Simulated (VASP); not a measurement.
A run of VASP 6.6.1:

The input INCAR:

```
SYSTEM = As
ALGO     = Normal         ! electronic algorithm
EDIFF    = 1E-6           ! SCF threshold, eV
ENCUT    = 510            ! plane-wave cutoff, eV
GGA      = PE             ! functional
GGA_COMPAT= .FALSE.      
ISIF     = 2              ! what is computed and relaxed
ISMEAR   = 0              ! smearing method
LASPH    = .TRUE.         ! aspherical terms in the spheres
LCHARG   = .FALSE.        ! write CHGCAR
LREAL    = .FALSE.        ! projectors in reciprocal space
LWAVE    = .FALSE.        ! write WAVECAR
NBANDS   = 22             ! bands
NELM     = 120            ! most SCF steps
PREC     = Accurate       ! precision mode
SIGMA    = 0.1            ! smearing width, eV
```

KPOINTS

```
k-points
0
G
  6 6 4
  0 0 0
```

The input POSCAR:

```
As
1.0
    3.1307331739     -1.8080218946     -0.1087619170
    3.1307331739      1.8080218946     -0.1087619170
   -2.4280947461      0.0000000000      5.8282750608
As
2
Direct
    0.1159771869      0.1159771869      0.3792625533
    0.8840228131      0.8840228131      0.6207374467
```

Potentials or basis: VASP PAW PBE potentials, release 64 (As_d).

The run is started by

```sh
$ cat potpaw_PBE.64/As_d/POTCAR > POTCAR
$ mpirun -np 1 vasp_std > vasp.out
```

Hardware: 1 thread of Intel(R) Xeon(R) Platinum 8375C CPU @ 2.90GHz (Ice Lake), with other jobs on the host.

How long does it take, and how much memory?

Run time: 49 s on 1 thread of Intel(R) Xeon(R) Platinum 8375C CPU @ 2.90GHz (Ice Lake), with other jobs on the host, peak memory 0.2 GiB. Counts: scf iterations 13, k points 47.
